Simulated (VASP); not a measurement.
# Hg (P6/mmm) in VASP: electric field gradients with r2SCAN

Aim: the electric field gradients of Hg with r2SCAN.

Everything below comes from runs of VASP 6.6.1. Logs are shortened: lines on timing, memory, paths and dates and some standing lists are left out, and cuts for length are marked.

### 1 The cell of the first run

Symmetry: P6/mmm, No. 191, hexagonal system. The conventional cell has a = 5.467 Å, b = 5.467 Å, c = 3.185 Å, α = 90.00°, β = 90.00°, γ = 120.00°. Hg (site symmetry -6m2) has 11 Hg at 3.16 to 3.54 Å within 4.2 Å. Hg (site symmetry 6/mmm) has 14 Hg at 3.19 to 3.54 Å within 4.2 Å.

### 2 Electric field gradients, r2SCAN

POSCAR

```
Hg
1.0
    5.4666964342      0.0000000000      0.0000000000
   -2.7333482171      4.7342979868      0.0000000000
    0.0000000000      0.0000000000      3.1852178100
Hg
3
Direct
    0.3333333333      0.6666666667      0.5000000000
    0.6666666667      0.3333333333      0.5000000000
    0.0000000000      0.0000000000      0.0000000000
```

INCAR.step1

```
ALGO = Normal ; EDIFF = 1E-4
ENCUT = 520 ; GGA = PE
ISMEAR = -1 ; LASPH = T
LCHARG = F ; LREAL = F
LWAVE = T ; NBANDS = 25
NELM = 100 ; PREC = Accurate
SIGMA = 0.03
```

INCAR.step2

```
ALGO = Normal ; EDIFF = 1E-8
ENCUT = 520 ; ISIF = 2
ISMEAR = -1 ; ISTART = 1
LASPH = T ; LCHARG = F
LEFG = T ; LMIXTAU = T
LREAL = F ; LWAVE = F
METAGGA = R2SCAN ; NBANDS = 25
NELM = 100 ; PREC = Accurate
SIGMA = 0.03
```

KPOINTS

```
k-points
0
Gamma
  7 7 10
```

Potentials or basis: VASP PAW PBE potentials, release 64 (Hg).

Command:

```bash
$ cat potpaw_PBE.64/Hg/POTCAR > POTCAR
$ cp INCAR.step1 INCAR
$ mpirun -np 1 vasp_std > vasp.out
$ cp INCAR.step2 INCAR
$ mpirun -np 1 vasp_std > vasp.out
```

OUTCAR:

```text
EDIFF = 1E-8
   ENCUT = 520
   ISIF = 2
   ISMEAR = -1
   ISTART = 1
   LASPH = T
   LREAL = F
   METAGGA = R2SCAN
   NELM = 100
   PREC = Accurate

 ion  position               nearest neighbor table
   1  0.333  0.667  0.500-   2 3.16   2 3.16   2 3.16   3 3.54   3 3.54   3 3.54   3 3.54   3 3.54
                             3 3.54
   2  0.667  0.333  0.500-   1 3.16   1 3.16   1 3.16   3 3.54   3 3.54   3 3.54   3 3.54   3 3.54
                             3 3.54
   3  0.000  0.000  0.000-   1 3.54   2 3.54   1 3.54   2 3.54   2 3.54   2 3.54   1 3.54   1 3.54
                             2 3.54   2 3.54   1 3.54   1 3.54

  LATTYP: Found a hexagonal cell.
 ALAT       =     5.4666964342
 C/A-ratio  =     0.5826586218

  Lattice vectors:

 A1 = (   5.4666964342,   0.0000000000,   0.0000000000)
 A2 = (  -2.7333482171,   4.7342979868,   0.0000000000)
 A3 = (   0.0000000000,   0.0000000000,   3.1852178100)

Analysis of symmetry for initial positions (statically):
=====================================================================
 Subroutine PRICEL returns:
 Original cell was already a primitive cell.

 Routine SETGRP: Setting up the symmetry group for a
 hexagonal supercell.

 Subroutine GETGRP returns: Found 24 space group operations
 (whereof 24 operations were pure point group operations)
 out of a pool of 24 trial point group operations.

The static configuration has the point symmetry D_6h.

Analysis of symmetry for dynamics (positions and initial velocities):
=====================================================================
 Subroutine PRICEL returns:
 Original cell was already a primitive cell.

 Routine SETGRP: Setting up the symmetry group for a
 hexagonal supercell.

 Subroutine GETGRP returns: Found 24 space group operations
 (whereof 24 operations were pure point group operations)
 out of a pool of 24 trial point group operations.

The dynamic configuration has the point symmetry D_6h.

 Subroutine INISYM returns: Found 24 space group operations
 (whereof 24 operations are pure point group operations),
 and found     1 'primitive' translations

[... 135 lines left out ...]

 Free energy of the ion-electron system (eV)
  ---------------------------------------------------
  ext. energy  EPLUGINS =         0.00000000
  ---------------------------------------------------
  free energy    TOTEN  =      -148.09548320 eV

  energy without entropy =     -148.09342538  energy(sigma->0) =     -148.09445429

 E-fermi :   1.6094     XC(G=0): -10.5579

 val. band max:        1.5076001785   @ k =   0.0000   0.0000   0.3000
 cond. band min:       1.6141862247   @ k =   0.2857  -0.0000   0.5000
 fundamental gap:      0.1065860462
 Fermi energy:         1.6094247631

 k-point     1 :       0.0000    0.0000    0.0000
  band No.  band energies     occupation
      1      -6.5821      2.00000
      2      -6.2078      2.00000
      3      -5.8158      2.00000
      4      -5.6529      2.00000
      5      -5.4407      2.00000
      6      -5.4407      2.00000
[... 661 lines left out ...]
     24       9.5638      0.00000
     25      11.5280      0.00000

 [... further k-points ...]

------------------------ aborting loop because EDIFF is reached ----------------------------------------

  FORCE on cell =-STRESS in cart. coord.  units (eV):
  Direction    XX          YY          ZZ          XY          YZ          ZX
  --------------------------------------------------------------------------------------
  -------------------------------------------------------------------------------------
  Total       -0.0569547     -0.0569547     -0.0237325      0.0000000      0.0000000     -0.0000000
  in kB       -1.1069305     -1.1069305     -0.4612484      0.0000000      0.0000000     -0.0000000
  external PRESSURE =      -0.8917031 kB  Pullay stress =       0.0000000 kB

 VOLUME and BASIS-vectors are now :
 -----------------------------------------------------------------------------
  energy-cutoff  :      520.00
  volume of cell :       82.44
      direct lattice vectors                 reciprocal lattice vectors
     5.466696434  0.000000000  0.000000000     0.182925833  0.105612279  0.000000000
    -2.733348217  4.734297987  0.000000000     0.000000000  0.211224558  0.000000000
     0.000000000  0.000000000  3.185217810     0.000000000  0.000000000  0.313950273

 POSITION                                       TOTAL-FORCE (eV/Angst)
 -----------------------------------------------------------------------------------
     -0.00000      3.15620      1.59261        -0.000000      0.000000      0.000000
      2.73335      1.57810      1.59261         0.000000     -0.000000      0.000000
      0.00000      0.00000      0.00000         0.000000      0.000000      0.000000
 -----------------------------------------------------------------------------------
    total drift:                               -0.000000      0.000000     -0.000000

  FREE ENERGIE OF THE ION-ELECTRON SYSTEM (eV)
  ---------------------------------------------------
  free  energy   TOTEN  =      -148.0954831964 eV

  energy  without entropy=     -148.0934253815  energy(sigma->0) =     -148.09445429

 Electric field gradients (V/A^2)
---------------------------------------------------------------------
 ion       V_xx      V_yy      V_zz      V_xy      V_xz      V_yz
---------------------------------------------------------------------
   1      -1.599    -1.600     3.199    -0.001     0.000    -0.000
   2      -1.599    -1.600     3.199    -0.001     0.000    -0.000
   3      31.811    31.810   -63.621    -0.001    -0.000    -0.000
---------------------------------------------------------------------

 Electric field gradients after diagonalization (V/A^2)
 (convention: |V_zz| > |V_xx| > |V_yy|)
----------------------------------------------------------------------
 ion       V_xx      V_yy      V_zz     asymmetry (V_yy - V_xx)/ V_zz
----------------------------------------------------------------------
   1      -1.600    -1.599     3.199       0.000
   2      -1.600    -1.599     3.199       0.000
   3      31.811    31.810   -63.621       0.000
----------------------------------------------------------------------

           NMR quadrupolar parameters

 Cq : quadrupolar parameter    Cq=e*Q*V_zz/h
 eta: asymmetry parameters     (V_yy - V_xx)/ V_zz
 Q  : nuclear electric quadrupole moment in mb (millibarn)
----------------------------------------------------------------------
 ion       Cq(MHz)       eta       Q (mb)
----------------------------------------------------------------------
   1       0.008       0.000       1.000
   2       0.008       0.000       1.000
   3      -0.154       0.000       1.000
----------------------------------------------------------------------
```

Wall time 4.6 min (1 thread of Intel Xeon Platinum 8375C at 2.90GHz (Ice Lake), shared host); peak memory 0.25 GiB.

What came out:

```yaml
Free_energy: -148.0955 eV
Pressure: -0.1 GPa
Band_gap_on_the_k_mesh: zero (band 18 reaches 3.61 eV, above the bottom of band 19 at 0.84 eV)
```

Levels at points of the mesh, in eV from the Fermi level:
```tsv
k point	band 14	band 15	band 16	band 17	band 18	band 19	band 20	band 21	band 22	band 23
(0.00, 0.00, 0.00)	-6.55	-6.12	-6.12	-1.61	-1.23	1.92	1.92	2.01	2.01	8.62
(0.00, 0.00, 0.50)	-6.23	-5.85	-3.31	-2.70	2.00	3.00	3.35	3.77	4.27	4.27
```

Electric field gradients, principal values (V/Å²):
```tsv
atom	least	middle	greatest (by size)
1 Hg	-1.599	-1.600	3.199
2 Hg	-1.599	-1.600	3.199
3 Hg	31.810	31.811	-63.621
```

Caveat: without QUAD_EFG the Cq values of the log hold for a quadrupole moment of 1 mb, not for the nuclei; the PAW data sets were made with another functional, which shifts forces and pressure a little; spin-orbit coupling is left out, which moves the levels of the heavy elements.
